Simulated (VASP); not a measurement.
Input of a VASP 6.6.1 run:

INCAR

```
PREC = Accurate
ENCUT = 520
EDIFF = 1E-6
ISMEAR = -1
SIGMA = 0.05
LREAL = F
LASPH = T
NELM = 150
ALGO = Normal
ISIF = 2
LWAVE = F
LCHARG = T
LMAXMIX = 4
LDAU = T
LDAUTYPE = 2
LDAUL = 2 -1
LDAUU = 1 0
LDAUJ = 0 0
LDAUPRINT = 1
GGA = PS
LELF = T
LVHAR = T
NBANDS = 14
```

Contents of KPOINTS:

```
regular mesh
0
Gamma
  9 9 9
```

Contents of POSCAR:

```
HfN
1.0
    0.0000000000      2.4548220000      2.4548220000
    2.4548220000      0.0000000000      2.4548220000
    2.4548220000      2.4548220000      0.0000000000
Hf N
1 1
Direct
    0.0000000000      0.0000000000      0.0000000000
    0.2500000000      0.2500000000      0.2500000000
```

Potentials or basis: VASP PAW PBE potentials, release 64 (Hf_pv, N).

Launch:

```sh
$ cat potpaw_PBE.64/Hf_pv/POTCAR potpaw_PBE.64/N/POTCAR > POTCAR
$ mpirun -np 1 vasp_std > vasp.out
```

Task: What does it give for the pressure?

Result: -3.0 GPa.

Eigenvalues of the final occupation matrices:
```csv
site,spin,trace,eigenvalues
site 1 d,1,0.84,0.09 0.09 0.22 0.22 0.22
site 1 d,2,0.84,0.09 0.09 0.22 0.22 0.22
```

Caveat: the PAW data sets were made with another functional, which shifts forces and pressure a little; spin-orbit coupling is left out, which moves the levels of the heavy elements; U without spin polarisation on a metal has little footing.
